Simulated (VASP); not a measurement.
GaN:

```
Ga N
1.0
     3.18893    0.00000    0.00000
    -1.59447    2.76169    0.00000
     0.00000    0.00000    5.19236
Ga N
2 2
Direct
  0.66667 0.33333 0.49908
  0.33333 0.66667 0.99908
  0.66667 0.33333 0.87592
  0.33333 0.66667 0.37592
```

- Program: VASP 6.6.1
- Task: relaxation of cell and atoms
- Functional: PBE
- Potentials or basis: VASP PAW PBE potentials, release 64 (Ga_d, N)
- Cutoff: 600 eV
- k mesh: 12 × 12 × 6
- Occupations: gaussian, width 0.02 eV
- Spin: no spin polarisation

At the start: pressure 5.0 GPa; volume 11.43 Å³/atom.

Task: Where does the relaxation end?

Result: Over 14 steps the energy falls by 5.0 meV/atom and the volume is 11.76 Å³/atom (+2.9 %); space group P6_3mc (No. 186, to 0.1 Å) before and after.

Step by step:
| step | energy change (eV) | largest force (eV/Å) | pressure (GPa) | volume (Å³) |
| --- | --- | --- | --- | --- |
| 1 | 0.0000 | 0.0058 | 5.04 | 45.73 |
| 2 | -0.0062 | 0.0042 | -3.78 | 48.15 |
| 3 | -0.0200 | 0.0003 | 0.03 | 47.03 |
| 4 | -0.0200 | 0.0002 | -0.47 | 47.05 |
| 5 | -0.0196 | 0.0039 | 0.70 | 46.84 |
| 6 | -0.0200 | 0.0010 | 0.06 | 47.00 |
| 7 | -0.0200 | 0.0011 | -0.03 | 47.01 |
| 8 | -0.0200 | 0.0010 | 0.03 | 47.00 |
| 9 | -0.0200 | 0.0010 | 0.09 | 47.01 |
| 10 | -0.0200 | 0.0018 | -0.06 | 47.04 |
| 11 | -0.0200 | 0.0018 | 0.13 | 47.03 |
| 12 | -0.0200 | 0.0016 | -0.11 | 47.04 |
| 13 | -0.0200 | 0.0024 | 0.05 | 47.03 |
| 14 | -0.0200 | 0.0016 | -0.01 | 47.03 |

Final structure:
```
Ga N
1.0
     3.21841    0.00000    0.00000
    -1.60920    2.78722    0.00000
     0.00000    0.00000    5.24315
Ga N
2 2
Direct
  0.66667 0.33333 0.49912
  0.33333 0.66667 0.99912
  0.66667 0.33333 0.87588
  0.33333 0.66667 0.37588
```
